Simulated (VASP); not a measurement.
C:

```xyz
3
Lattice="2.6104 0.0000 0.0000 0.0000 2.6104 0.0000 0.0000 0.0000 2.6104" Properties=species:S:1:pos:R:3 pbc="T T T"
C     1.3052    0.0000    0.0000
C     0.0000    1.3052    0.0000
C     0.0000    0.0000    1.3052
```

- Program: VASP 6.6.1
- Task: relaxation of cell and atoms
- Functional: PBE
- Potentials or basis: VASP PAW PBE potentials, release 64 (C)
- Cutoff: 600 eV
- k mesh: 6 × 6 × 6
- Occupations: gaussian, width 0.1 eV
- Spin: no spin polarisation

At the start: pressure 8.1 GPa; volume 5.93 Å³/atom.

Problem. Where does the relaxation end?

Solution. Over 3 steps the energy falls by 10.4 meV/atom and the volume is 6.25 Å³/atom (+5.5 %); space group Pm-3m (No. 221, to 0.05 Å).

Step by step:
```
step  energy change (eV)  largest force (eV/Å)  pressure (GPa)  volume (Å³)
   1              0.0000                0.0000            8.08        17.79
   2             -0.0296                0.0000            2.55        18.57
   3             -0.0311                0.0000            0.05        18.76
```

Final structure:
```
CELL_PARAMETERS angstrom
2.65695 0.00000 0.00000
0.00000 2.65695 0.00000
0.00000 0.00000 2.65695
ATOMIC_POSITIONS crystal
C 0.50000 0.00000 0.00000
C 0.00000 0.50000 0.00000
C 0.00000 0.00000 0.50000
```

Caveat: the k points lie up to 0.39 Å⁻¹ apart in the final cell.
